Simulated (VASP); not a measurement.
# Rh (Fm-3m) in VASP: further runs

Runs on Rh. Level: LDA. Tasks: single point.

Program: VASP 6.6.1. These are calculated values, not measurements. Logs are shortened: lines on timing, memory, paths and dates and some standing lists are left out, and cuts for length are marked.

**1. The cell of the first run**

Symmetry: Fm-3m, No. 225, cubic system. The conventional cell has a = 3.514 Å, b = 3.514 Å, c = 3.514 Å, α = 90.00°, β = 90.00°, γ = 90.00°. Within 3.3 Å of Rh (site symmetry m-3m) lie 12 Rh at 2.48 Å.

**2. Single point, LDA, collinear spin, ferromagnetic start (10.85 Å³/atom)**

INCAR reads:

```
ALGO     = Normal         # electronic algorithm
EDIFF    = 1E-6           # SCF threshold, eV
ENCUT    = 520            # plane-wave cutoff, eV
ISIF     = 2              # what is computed and relaxed
ISMEAR   = 0              # smearing method
ISPIN    = 2              # spin polarisation
LASPH    = True           # aspherical terms in the spheres
LCHARG   = True           # write CHGCAR
LELF     = True           # ELF
LMAXMIX  = 4              # l up to which the mixer works
LORBIT   = 11             # projections on sites
LREAL    = False          # projectors in reciprocal space
LVHAR    = True         
LWAVE    = False          # write WAVECAR
MAGMOM   = 0.375          # initial moments
NBANDS   = 18             # bands
NELM     = 150            # most SCF steps
NUPDOWN  = 0.375          # fixed moment
PREC     = Accurate       # precision mode
SIGMA    = 0.15           # smearing width, eV
```

KPOINTS reads:

```
k-points
0
Gamma
  22 22 22
```

POSCAR reads:

```
Rh
1.0
    0.0000000000      1.7568979448      1.7568979448
    1.7568979448      0.0000000000      1.7568979448
    1.7568979448      1.7568979448      0.0000000000
Rh
1
Direct
    0.0000000000      0.0000000000      0.0000000000
```

Potentials or basis: VASP PAW LDA potentials, release 64 (Rh_pv).

On the command line:

```sh
> cat potpaw_LDA.64/Rh_pv/POTCAR > POTCAR
> mpirun -np 1 vasp_std > vasp.out
```

OUTCAR:

```text
EDIFF = 1E-6
   ENCUT = 520
   ISIF = 2
   ISMEAR = 0
   ISPIN = 2
   LASPH = True
   LORBIT = 11
   LREAL = False
   NELM = 150
   NUPDOWN = 0.375
   PREC = Accurate

 ion  position               nearest neighbor table
   1  0.000  0.000  0.000-

  LATTYP: Found a face centered cubic cell.
 ALAT       =     3.5137958896

  Lattice vectors:

 A1 = (   0.0000000000,   1.7568979448,   1.7568979448)
 A2 = (   1.7568979448,   0.0000000000,   1.7568979448)
 A3 = (   1.7568979448,   1.7568979448,   0.0000000000)

Analysis of symmetry for initial positions (statically):
=====================================================================
 Subroutine PRICEL returns:
 Original cell was already a primitive cell.

 Routine SETGRP: Setting up the symmetry group for a
 face centered cubic supercell.

 Subroutine GETGRP returns: Found 48 space group operations
 (whereof 48 operations were pure point group operations)
 out of a pool of 48 trial point group operations.

The static configuration has the point symmetry O_h .

Analysis of symmetry for dynamics (positions and initial velocities):
=====================================================================
 Subroutine PRICEL returns:
 Original cell was already a primitive cell.

 Routine SETGRP: Setting up the symmetry group for a
 face centered cubic supercell.

 Subroutine GETGRP returns: Found 48 space group operations
 (whereof 48 operations were pure point group operations)
 out of a pool of 48 trial point group operations.

The dynamic configuration has the point symmetry O_h .

Analysis of structural, dynamic, and magnetic symmetry:
=====================================================================
 Subroutine PRICEL returns:
 Original cell was already a primitive cell.

 Routine SETGRP: Setting up the symmetry group for a
 face centered cubic supercell.

 Subroutine GETGRP returns: Found 48 space group operations
 (whereof 48 operations were pure point group operations)
 out of a pool of 48 trial point group operations.

The overall configuration has the point symmetry O_h .

 Subroutine INISYM returns: Found 48 space group operations
 (whereof 48 operations are pure point group operations),
 and found     1 'primitive' translations

----------------------------------------------------------------------------------------

                                     Primitive cell

  volume of cell :      10.8460

  direct lattice vectors                    reciprocal lattice vectors
     0.000000000  1.756897945  1.756897945    -0.284592512  0.284592512  0.284592512
     1.756897945  0.000000000  1.756897945     0.284592512 -0.284592512  0.284592512
     1.756897945  1.756897945  0.000000000     0.284592512  0.284592512 -0.284592512

  length of vectors
     2.484628901  2.484628901  2.484628901     0.492928691  0.492928691  0.492928691

  position of ions in fractional coordinates (direct lattice)
     0.000000000  0.000000000  0.000000000

  ion indices of the primitive-cell ions
   primitive index   ion index
                 1           1

----------------------------------------------------------------------------------------

 KPOINTS: k-points

Automatic generation of k-mesh.
 Grid dimensions read from file:
 generate k-points for:   22   22   22

 Generating k-lattice:

  Cartesian coordinates                     Fractional coordinates (reciprocal lattice)
    -0.012936023  0.012936023  0.012936023     0.045454545  0.000000000  0.000000000
     0.012936023 -0.012936023  0.012936023     0.000000000  0.045454545  0.000000000
     0.012936023  0.012936023 -0.012936023     0.000000000  0.000000000  0.045454545

  Length of vectors
     0.022405850  0.022405850  0.022405850

  Shift w.r.t. Gamma in fractional coordinates (k-lattice)
     0.000000000  0.000000000  0.000000000

 Subroutine IBZKPT returns following result:
 ===========================================

 Found    328 irreducible k-points:

 Following reciprocal coordinates:
            Coordinates               Weight
  0.000000  0.000000  0.000000      1.000000
  0.045455  0.000000  0.000000      8.000000
  0.090909  0.000000  0.000000      8.000000
  0.136364  0.000000  0.000000      8.000000
  0.181818  0.000000  0.000000      8.000000
  0.227273  0.000000  0.000000      8.000000
[... 16 lines left out ...]
  0.500000  0.045455  0.000000     24.000000
 -0.454545  0.045455  0.000000     24.000000
 [... further k-points ...]
   k-points           NKPTS =    328   k-points in BZ     NKDIM =    328   number of bands    NBANDS=     18
   number of dos      NEDOS =    301   number of ions     NIONS =      1
   total plane-waves  NPLWV =   5832
   dimension x,y,z NGX =    18 NGY =   18 NGZ =   18
   dimension x,y,z NGXF=    36 NGYF=   36 NGZF=   36
   ions per type =               1
   NGX,Y,Z   is equivalent  to a cutoff of  12.04, 12.04, 12.04 a.u.
   NGXF,Y,Z  is equivalent  to a cutoff of  24.09, 24.09, 24.09 a.u.
 SYSTEM =  unknown system
   PREC   = accura    normal or accurate (medium, high low for compatibility)
   ISTART =      0    job   : 0-new  1-cont  2-samecut
   ICHARG =      2    charge: 1-file 2-atom 10-const
   ISPIN  =      2    spin polarized calculation?
   LNONCOLLINEAR =      F non collinear calculations
   LSORBIT =      F    spin-orbit coupling
   LASPH  =      T    aspherical Exc in radial PAW
   ENCUT  =  520.0 eV  38.22 Ry    6.18 a.u.   4.62  4.62  4.62*2*pi/ulx,y,z
   NELM   =    150;   NELMIN=  2; NELMDL= -5     # of ELM steps
   EDIFF  = 0.1E-05   stopping-criterion for ELM
   LREAL  =      F    real-space projection
[... 7 lines left out ...]
   TEBEG  =    0.0;   TEEND  =   0.0 temperature during run
   PSTRESS=    0.0 pullay stress
   NELECT =      15.0000    total number of electrons
   NUPDOWN=       0.3750    fix difference up-down
   EMIN   =  10.00;   EMAX   =-10.00  energy-range for DOS
   EFERMI =   0.00;   METHOD = LEGACY
   ISMEAR =     0;   SIGMA  =   0.15  broadening in eV -4-tet -1-fermi 0-gaus
   EFERMI_NEDOS =   21; number of points for ismear=-14 and -15
   IALGO  =     38    algorithm
   IMIX   =      4    mixing-type and parameters
     AMIX     =   0.40;   BMIX     =  1.00
     AMIX_MAG =   1.60;   BMIX_MAG =  1.00
  volume/ion in A,a.u.               =      10.85        73.19
  Fermi-wavevector in a.u.,A,eV,Ry     =   1.823960  3.446785 45.264287  3.326831
  Thomas-Fermi vector in A             =   2.879795
   LORBIT       =     11    0 simple, 1 ext, 2 COOP (PROOUT), +10 PAW based schemes
   GGA     = CA    functional components
   LHFCALC =     F    Hartree Fock is set to
   AEXX    =    0.0000 exact exchange contribution
   IVDW    =     0    specifies the selected vdW correction
   LEPSILON=     F    determine dielectric tensor
   LRPA    =     F    only Hartree local field effects (RPA)
 spin polarized calculation
 Gauss-broadening in eV      SIGMA  =   0.15
  energy-cutoff  :      520.00
  volume of cell :       10.85
 maximum number of plane-waves:       305
   NGX =  9   NGY =  9   NGZ =  9

 number of electron      14.9999993 magnetization       0.3750000

 Free energy of the ion-electron system (eV)
  ---------------------------------------------------
  ext. energy  EPLUGINS =         0.00000000
  ---------------------------------------------------
  free energy    TOTEN  =        -7.98003625 eV

  energy without entropy =       -7.96949310  energy(sigma->0) =       -7.97476467

 E-fermi :  16.3537     XC(G=0): -15.9110

 val. band max:       16.9539002725   @ k =  -0.3636   0.3636   0.0000
 cond. band min:      16.3737274275   @ k =  -0.3182   0.1818   0.0455
 fundamental gap:     -0.5801728450
 Fermi energy:        16.9704703385

 spin component 1

 k-point     1 :       0.0000    0.0000    0.0000
  band No.  band energies     occupation
      1     -30.0229      1.00000
      2     -30.0229      1.00000
      3     -30.0229      1.00000
      4       6.8009      1.00000
      5      12.1046      1.00000
      6      12.1046      1.00000
[... 10 lines left out ...]
     17      55.1110      0.00000
     18      55.1110      0.00000

 k-point     2 :       0.0455    0.0000    0.0000
  band No.  band energies     occupation
      1     -30.0584      1.00000
      2     -30.0274      1.00000
      3     -30.0274      1.00000
      4       6.9082      1.00000
      5      12.0480      1.00000
      6      12.1509      1.00000
[... 10 lines left out ...]
     17      54.7341      0.00000
     18      54.7341      0.00000

 k-point     3 :       0.0909    0.0000    0.0000
  band No.  band energies     occupation
      1     -30.1615      1.00000
      2     -30.0404      1.00000
      3     -30.0404      1.00000
      4       7.2167      1.00000
      5      11.9005      1.00000
      6      12.2788      1.00000
[... 10 lines left out ...]
     17      53.6213      0.00000
     18      53.6213      0.00000

 k-point     4 :       0.1364    0.0000    0.0000
  band No.  band energies     occupation
      1     -30.3221      1.00000
      2     -30.0608      1.00000
      3     -30.0608      1.00000
      4       7.6795      1.00000
      5      11.7309      1.00000
      6      12.4495      1.00000
[... 375 lines left out ...]
      4       8.2972      1.00000
      5      11.9228      1.00000
      6      12.1145      1.00000
[... 10 lines left out ...]
     17      51.8224      0.00000
     18      60.3624      0.00000

 k-point    23 :       0.5000    0.0455    0.0000
  band No.  band energies     occupation
      1     -31.6512      1.00000
      2     -30.2610      1.00000
      3     -30.2472      1.00000
      4       8.2395      1.00000
      5      11.8788      1.00000
      6      12.0495      1.00000
[... 10 lines left out ...]
     17      53.3978      0.00000
     18      59.3391      0.00000

 k-point    24 :      -0.4545    0.0455    0.0000
  band No.  band energies     occupation
      1     -31.6408      1.00000
      2     -30.2657      1.00000
      3     -30.2396      1.00000
      4       8.2525      1.00000
      5      11.9026      1.00000
      6      12.0471      1.00000
[... 10 lines left out ...]
     17      53.0570      0.00000
     18      59.7935      0.00000

 [... further k-points ...]

 spin component 2

 k-point     1 :       0.0000    0.0000    0.0000
  band No.  band energies     occupation
      1     -29.7500      1.00000
      2     -29.7500      1.00000
      3     -29.7500      1.00000
      4       6.9016      1.00000
      5      12.3304      1.00000
      6      12.3304      1.00000
[... 10 lines left out ...]
     17      55.2538      0.00000
     18      55.2538      0.00000

 k-point     2 :       0.0455    0.0000    0.0000
  band No.  band energies     occupation
      1     -29.7857      1.00000
      2     -29.7544      1.00000
      3     -29.7544      1.00000
      4       7.0090      1.00000
      5      12.2728      1.00000
      6      12.3769      1.00000
[... 10 lines left out ...]
     17      54.8774      0.00000
     18      54.8774      0.00000

 k-point     3 :       0.0909    0.0000    0.0000
  band No.  band energies     occupation
      1     -29.8893      1.00000
      2     -29.7675      1.00000
      3     -29.7675      1.00000
      4       7.3182      1.00000
      5      12.1222      1.00000
      6      12.5053      1.00000
[... 10 lines left out ...]
     17      53.7658      0.00000
     18      53.7658      0.00000

 k-point     4 :       0.1364    0.0000    0.0000
  band No.  band energies     occupation
      1     -30.0510      1.00000
      2     -29.7880      1.00000
      3     -29.7880      1.00000
      4       7.7833      1.00000
      5      11.9467      1.00000
      6      12.6768      1.00000
[... 375 lines left out ...]
      4       8.4712      1.00000
      5      12.1496      1.00000
      6      12.3431      1.00000
[... 10 lines left out ...]
     17      51.9303      0.00000
     18      60.5185      0.00000

 k-point    23 :       0.5000    0.0455    0.0000
  band No.  band energies     occupation
      1     -31.3873      1.00000
      2     -29.9891      1.00000
      3     -29.9752      1.00000
      4       8.4141      1.00000
      5      12.1052      1.00000
      6      12.2779      1.00000
[... 10 lines left out ...]
     17      53.5023      0.00000
     18      59.4695      0.00000

 k-point    24 :      -0.4545    0.0455    0.0000
  band No.  band energies     occupation
      1     -31.3769      1.00000
      2     -29.9938      1.00000
      3     -29.9675      1.00000
      4       8.4270      1.00000
      5      12.1291      1.00000
      6      12.2756      1.00000
[... 10 lines left out ...]
     17      53.1632      0.00000
     18      59.9227      0.00000

 [... further k-points ...]

------------------------ aborting loop because EDIFF is reached ----------------------------------------

  FORCE on cell =-STRESS in cart. coord.  units (eV):
  Direction    XX          YY          ZZ          XY          YZ          ZX
  --------------------------------------------------------------------------------------
  -------------------------------------------------------------------------------------
  Total        7.2642936      7.2642936      7.2642936      0.0000000     -0.0000000      0.0000000
  in kB     1073.0856140   1073.0856140   1073.0856140      0.0000000     -0.0000000      0.0000000
  external PRESSURE =    1073.0856140 kB  Pullay stress =       0.0000000 kB

 VOLUME and BASIS-vectors are now :
 -----------------------------------------------------------------------------
  energy-cutoff  :      520.00
  volume of cell :       10.85
      direct lattice vectors                 reciprocal lattice vectors
     0.000000000  1.756897945  1.756897945    -0.284592512  0.284592512  0.284592512
     1.756897945  0.000000000  1.756897945     0.284592512 -0.284592512  0.284592512
     1.756897945  1.756897945  0.000000000     0.284592512  0.284592512 -0.284592512

 POSITION                                       TOTAL-FORCE (eV/Angst)
 -----------------------------------------------------------------------------------
      0.00000      0.00000      0.00000         0.000000      0.000000      0.000000
 -----------------------------------------------------------------------------------
    total drift:                               -0.000000     -0.000000      0.000000

  FREE ENERGIE OF THE ION-ELECTRON SYSTEM (eV)
  ---------------------------------------------------
  free  energy   TOTEN  =        -7.9800362496 eV

  energy  without entropy=       -7.9694930954  energy(sigma->0) =       -7.97476467

 total charge

# of ion       s       p       d       tot
------------------------------------------
    1        0.533   6.491   7.345  14.369

 magnetization (x)

# of ion       s       p       d       tot
------------------------------------------
    1        0.002   0.008   0.354   0.364
```

Wall time 62 s (1 thread of Intel Xeon Platinum 8488C (Sapphire Rapids), shared host); peak memory 0.19 GiB.

What came out:

```
Free energy                                           : -7.9800 eV
Pressure                                              : 107.3 GPa
Net moment                                            : 0.38 μB per cell
Site moments                                          : Rh +0.36 μB
Valence electrons inside the program's atomic spheres : Rh 14.37
```

Caveat: the cell stands under pressure; the total moment is fixed, so each spin has its own Fermi level and the state may be an excited one.

(Continued in part 2 of 2.)
